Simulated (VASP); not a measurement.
A run of VASP 6.6.1:

Contents of INCAR:

```
SYSTEM = N
PREC     = Accurate       ! precision mode
ENCUT    = 520            ! plane-wave cutoff, eV
EDIFF    = 1E-8           ! SCF threshold, eV
ISMEAR   = -1             ! smearing method
SIGMA    = 0.02           ! smearing width, eV
LREAL    = .False.        ! projectors in reciprocal space
LASPH    = .True.         ! aspherical terms in the spheres
NELM     = 60             ! most SCF steps
ALGO     = Normal         ! electronic algorithm
ISIF     = 2              ! what is computed and relaxed
LWAVE    = .False.        ! write WAVECAR
LCHARG   = .False.        ! write CHGCAR
GGA      = PS             ! functional
LEFG     = .True.       
NBANDS   = 12             ! bands
```

KPOINTS

```
regular mesh
0
Gamma
  10 10 5
  0 0 0
```

Contents of POSCAR:

```
N
1.0
    3.6410582220      0.0000000000      0.0000000000
   -1.8205291110      3.1532489170      0.0000000000
    0.0000000000      0.0000000000      5.9095682501
N
2
Direct
    0.3333333333      0.6666666667      0.2500000000
    0.6666666667      0.3333333333      0.7500000000
```

Potentials or basis: VASP PAW PBE potentials, release 64 (N).

The run is started by

```bash
$ cat potpaw_PBE.64/N/POTCAR > POTCAR
$ mpirun -np 1 vasp_std > vasp.out
```

Hardware: 1 thread of Intel(R) Xeon(R) Platinum 8259CL CPU @ 2.50GHz (Skylake/Cascade Lake), on a shared host.

Problem. How long does it take, and how much memory?

Solution. Wall time 24 s on 1 thread of Intel(R) Xeon(R) Platinum 8259CL CPU @ 2.50GHz (Skylake/Cascade Lake), with other jobs on the host, peak memory 0.18 GiB. Counts: scf iterations 14, k points 42.
